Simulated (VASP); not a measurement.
Input of a VASP 6.6.1 run:

The input INCAR:

```
  ALGO = Fast
  EDIFF = 1E-6
  ENCUT = 520
  GGA = PE
  ISIF = 2
  ISMEAR = 0
  LASPH = True
  LCHARG = False
  LREAL = False
  LWAVE = False
  NBANDS = 53
  NELM = 80
  PREC = Accurate
  SIGMA = 0.1
```

KPOINTS

```
k-points
0
Gamma
  6 6 8
```

The input POSCAR:

```
BaTa3
1.0
    7.0801293700      0.0000000000      0.0000000000
   -3.5400646850      6.1315718965      0.0000000000
    0.0000000000      0.0000000000      4.9910791401
Ba Ta
2 6
Direct
    0.3333333333      0.6666666667      0.2500000000
    0.6666666667      0.3333333333      0.7500000000
    0.8728885137      0.7457770273      0.2500000000
    0.1271114863      0.8728885137      0.7500000000
    0.2542229727      0.1271114863      0.2500000000
    0.1271114863      0.2542229727      0.7500000000
    0.8728885137      0.1271114863      0.2500000000
    0.7457770273      0.8728885137      0.7500000000
```

Potentials or basis: VASP PAW PBE potentials, release 64 (Ba_sv, Ta_pv).

Launch:

```console
$ cat potpaw_PBE.64/Ba_sv/POTCAR potpaw_PBE.64/Ta_pv/POTCAR > POTCAR
$ mpirun -np 1 vasp_std > vasp.out
```

**Question.** Estimate the band gap on the k mesh.

**Answer.** Zero (bands 43 and 44 overlap by 0.74 eV).

**Question.** What does it give for the largest force?

**Answer.** 0.033 eV/Å.

**Question.** Predict the pressure.

**Answer.** 0.4 GPa.

Forces in eV/Å, atoms in the order of the input:
```
Ba   0.000  0.000  0.000
Ba   0.000  0.000  0.000
Ta   0.000  0.033  0.000
Ta  -0.029  0.017  0.000
Ta  -0.029 -0.017  0.000
Ta   0.000 -0.033  0.000
Ta   0.029 -0.017  0.000
Ta   0.029  0.017  0.000
```

Caveat: spin-orbit coupling is left out, which moves the levels of the heavy elements.
